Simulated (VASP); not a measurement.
# BaCd3Se4: relaxation of cell and atoms with PBE

BaCd3Se4:

```
Ba Cd Se
1.0
    -3.88244    3.88244    3.88244
     3.88244   -3.88244    3.88244
     3.88244    3.88244   -3.88244
Ba Cd Se
1 3 4
Direct
  0.00000 0.00000 0.00000
  0.00000 0.50000 0.50000
  0.50000 0.00000 0.50000
  0.50000 0.50000 0.00000
  0.41288 0.41288 0.41288
  0.00000 0.00000 0.58712
  0.00000 0.58712 0.00000
  0.58712 0.00000 0.00000
```

- Program: VASP 6.6.1
- Task: relaxation of cell and atoms
- Functional: PBE
- Potentials or basis: VASP PAW PBE potentials, release 64 (Ba_sv, Cd, Se)
- Cutoff: 600 eV
- k mesh: 2 × 2 × 2
- Occupations: gaussian, width 0.15 eV
- Spin: no spin polarisation
- Dipole correction: no
- Further INCAR settings: ALGO = Normal; EDIFF = 1e-06; IBRION = 2; EDIFFG = -0.08; NSW = 36; ISIF = 3

```yaml
Relaxed_volume: 25.79 Å³/atom
Relaxed_cell: a = 6.448 Å, b = 6.448 Å, c = 6.448 Å, α = 109.47°, β = 109.47°, γ = 109.47°
Space_group_after_relaxing_to_0.05_Å: Im-3m (No. 229)
Energy_gained_by_relaxing: 270.2 meV/atom
Ionic_steps: 11
Pressure_after_relaxing: 0.0 GPa
Largest_force_after_relaxing: 0.010 eV/Å
Band_gap_on_the_k_mesh: zero (band 35 reaches 2.68 eV, above the bottom of band 36 at 2.61 eV)
```

Forces in eV/Å, atoms in the order of the input:
```
Ba   0.000  0.000  0.000
Cd   0.000  0.000  0.000
Cd   0.000  0.000  0.000
Cd   0.000  0.000  0.000
Se   0.006  0.006  0.006
Se  -0.006 -0.006  0.006
Se  -0.006  0.006 -0.006
Se   0.006 -0.006 -0.006
```

The path:
| step | energy change (eV) | largest force (eV/Å) | pressure (GPa) | volume (Å³) |
| --- | --- | --- | --- | --- |
| 1 | 0.0000 | 2.4447 | 0.59 | 234.09 |
| 2 | -0.8692 | 1.3595 | -1.93 | 237.74 |
| 3 | -1.3255 | 0.3111 | -4.50 | 243.66 |
| 4 | -2.0000 | 0.3036 | -1.62 | 216.69 |
| 5 | -2.0941 | 0.2806 | 0.66 | 204.95 |
| 6 | -2.0940 | 0.2783 | 0.83 | 204.22 |
| 7 | -2.1253 | 0.1899 | 0.70 | 204.14 |
| 8 | -2.1565 | 0.0360 | 0.60 | 203.99 |
| 9 | -2.1577 | 0.0047 | 0.59 | 203.95 |
| 10 | -2.1579 | 0.0140 | -0.54 | 208.71 |
| 11 | -2.1620 | 0.0099 | 0.00 | 206.33 |

Final structure:
```cif
data_structure
_symmetry_space_group_name_H-M 'P 1'
_symmetry_Int_Tables_number 1
_cell_length_a 6.4475
_cell_length_b 6.4475
_cell_length_c 6.4475
_cell_angle_alpha 109.471
_cell_angle_beta 109.471
_cell_angle_gamma 109.471
_cell_volume 206.33
loop_
_atom_site_label
_atom_site_type_symbol
_atom_site_fract_x
_atom_site_fract_y
_atom_site_fract_z
_atom_site_occupancy
Ba1 Ba 0.00000 0.00000 0.00000 1
Cd1 Cd 0.00000 0.50000 0.50000 1
Cd2 Cd 0.50000 0.00000 0.50000 1
Cd3 Cd 0.50000 0.50000 0.00000 1
Se1 Se 0.49914 0.49914 0.49914 1
Se2 Se 0.00000 0.00000 0.50086 1
Se3 Se 0.00000 0.50086 0.00000 1
Se4 Se 0.50086 0.00000 0.00000 1
```

Levels at points of the mesh, in eV from the Fermi level:
| k point | band 31 | band 32 | band 33 | band 34 | band 35 | band 36 | band 37 | band 38 | band 39 | band 40 |
| --- | --- | --- | --- | --- | --- | --- | --- | --- | --- | --- |
| (0.00, 0.00, 0.00) | -1.82 | -1.82 | -0.74 | -0.74 | -0.74 | -0.12 | 0.12 | 0.12 | 3.92 | 3.92 |
| (0.50, 0.00, 0.00) | -1.70 | -1.65 | -1.26 | -0.43 | -0.20 | 0.63 | 1.30 | 1.77 | 2.25 | 2.74 |
| (0.50, 0.50, 0.50) | -0.49 | -0.49 | -0.05 | -0.05 | -0.05 | 1.65 | 1.96 | 1.96 | 1.96 | 3.02 |

It took 4.2 min on 1 thread of AMD EPYC 9R45 96-Core Processor (Zen 5), on a shared host, peak memory 0.41 GiB.

Caveat: the k points lie up to 0.60 Å⁻¹ apart in the final cell; spin-orbit coupling is left out, which moves the levels of the heavy elements; the relaxation stopped at a loose force limit of 0.08 eV/Å, so its end isn't a converged minimum.
